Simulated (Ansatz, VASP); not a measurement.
**HPt6: VASP beside Ansatz**

File INCAR:

```
SYSTEM = HPt6
ALGO     = Normal         ! electronic algorithm
DIPOL    = 0.5 0.5 0.310
EDIFF    = 1E-6           ! SCF threshold, eV
ENCUT    = 520            ! plane-wave cutoff, eV
GGA      = PE             ! functional
IDIPOL   = 3            
ISIF     = 2              ! what is computed and relaxed
ISMEAR   = 0              ! smearing method
LASPH    = .True.         ! aspherical terms in the spheres
LCHARG   = .True.         ! write CHGCAR
LDIPOL   = .True.       
LELF     = .True.         ! ELF
LREAL    = .False.        ! projectors in reciprocal space
LVACPOTAV= .True.       
LVHAR    = .True.       
LWAVE    = .False.        ! write WAVECAR
NBANDS   = 74             ! bands
NELM     = 80             ! most SCF steps
PREC     = Accurate       ! precision mode
SIGMA    = 0.1            ! smearing width, eV
```

File KPOINTS:

```
k-points
0
Gamma
  6 6 1
  0 0 0
```

File POSCAR:

```
HPt6
1.0
    5.6143281343      0.0000000000      0.0000000000
   -2.8071640672      4.8621507895      0.0000000000
    0.0000000000      0.0000000000     22.6192653717
Pt H
12 2
Direct
    0.3333333333      0.1666666667      0.1768404028
    0.3333333333      0.6666666667      0.1768404028
    0.8333333333      0.1666666667      0.1768404028
    0.8333333333      0.6666666667      0.1768404028
    0.1666666667      0.3333333333      0.2789526245
    0.1666666667      0.8333333333      0.2789526245
    0.6666666667      0.3333333333      0.2789526245
    0.6666666667      0.8333333333      0.2789526245
    0.0000000000      0.0000000000      0.3810585901
    0.0000000000      0.5000000000      0.3810585901
    0.5000000000      0.0000000000      0.3810585901
    0.5000000000      0.5000000000      0.3810585901
    0.2114368192      0.4228736384      0.4960048519
    0.2885631808      0.5771263616      0.4960048519
```

Input for Ansatz:

```yaml
crystal:
  lattice:
    - [5.6143281343, 0.0, 0.0]
    - [-2.8071640672, 4.8621507895, 0.0]
    - [0.0, 0.0, 22.6192653717]
  atoms:
    - { symbol: Pt, position: [0.3333333333, 0.1666666667, 0.1768404028] }
    - { symbol: Pt, position: [0.3333333333, 0.6666666667, 0.1768404028] }
    - { symbol: Pt, position: [0.8333333333, 0.1666666667, 0.1768404028] }
    - { symbol: Pt, position: [0.8333333333, 0.6666666667, 0.1768404028] }
    - { symbol: Pt, position: [0.1666666667, 0.3333333333, 0.2789526245] }
    - { symbol: Pt, position: [0.1666666667, 0.8333333333, 0.2789526245] }
    - { symbol: Pt, position: [0.6666666667, 0.3333333333, 0.2789526245] }
    - { symbol: Pt, position: [0.6666666667, 0.8333333333, 0.2789526245] }
    - { symbol: Pt, position: [0.0, 0.0, 0.3810585901] }
    - { symbol: Pt, position: [0.0, 0.5, 0.3810585901] }
    - { symbol: Pt, position: [0.5, 0.0, 0.3810585901] }
    - { symbol: Pt, position: [0.5, 0.5, 0.3810585901] }
    - { symbol: H, position: [0.2114368192, 0.4228736384, 0.4960048519] }
    - { symbol: H, position: [0.2885631808, 0.5771263616, 0.4960048519] }
basis:
  ecutwfc: 420
kpoints:
  mp_grid: { grid: [6, 6, 1] }
hamiltonian:
  xc: pbe
  pseudopotentials: { kind: paw, azcp: { folder: soft_1 } }
scf:
  occupations: { method: gaussian, width: 0.1 }
output:
  forces: true
  eigenvalues: true
efield:
  axis: 3
  dipole_correction: true
  ramp_width: 0.04
```

Alike in both runs: task single point; functional PBE; k mesh 6 × 6 × 1; occupations gaussian, width 0.1 eV; no spin polarisation.

```csv
,VASP,Ansatz
version,VASP 6.6.1,Ansatz 0.2.0
potentials or method,"VASP PAW PBE potentials, release 64 (Pt, H), cutoff 520 eV","scalar-relativistic, plane waves, PAW"
valence electrons in the cell,122,218
```

|  | VASP | Ansatz | Ansatz less VASP |
| --- | --- | --- | --- |
| gap on the k mesh at the Fermi level (eV) | none | none | - |
| rms of the force components (eV/Å) | 0.048 | 0.050 | +0.0022 |
| work function, face that differs most (eV) | 5.82 | 5.82 | +0.001 |

Atom by atom the forces differ by 0.010 eV/Å (rms over components). A gap of «none» marks a metal or a gap that the smearing closes. VASP's potentials hold 122 valence electrons a cell and Ansatz's 218, so a difference there can come from the potentials and not from the codes.

Neither program's run includes spin-orbit coupling.
